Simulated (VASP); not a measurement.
Ru:

```
Ru
1.0
     2.72222    0.00000    0.00000
    -1.36111    2.35751    0.00000
     0.00000    0.00000    4.29731
Ru
2
Direct
  0.33333 0.66667 0.25000
  0.66667 0.33333 0.75000
```

Base run:

| Quantity | Value |
| --- | --- |
| Program | VASP 6.6.1 |
| Functional | PBE |
| Potentials or basis | VASP PAW PBE potentials, release 64 (Ru_pv) |
| Cutoff | 400 eV |
| k mesh | 18 × 18 × 10 |
| Occupations | fermi-dirac, width 0.15 eV |
| Spin | no spin polarisation |

Its results: band gap on the k mesh zero (band 14 reaches 14.02 eV, above the bottom of band 15 at 10.96 eV); pressure -1.0 GPa.

**Question.** The run is repeated on the same cell with these changes: cutoff from 400 eV to 500 eV; further incar settings from ALGO = Normal; EDIFF = 1e-08; NBANDS = 21 to ALGO = Normal; EDIFF = 1e-06; NBANDS = 21. What comes out?

**Answer.** Band gap on the k mesh zero (band 14 reaches 14.01 eV, above the bottom of band 15 at 10.96 eV); pressure -0.1 GPa.
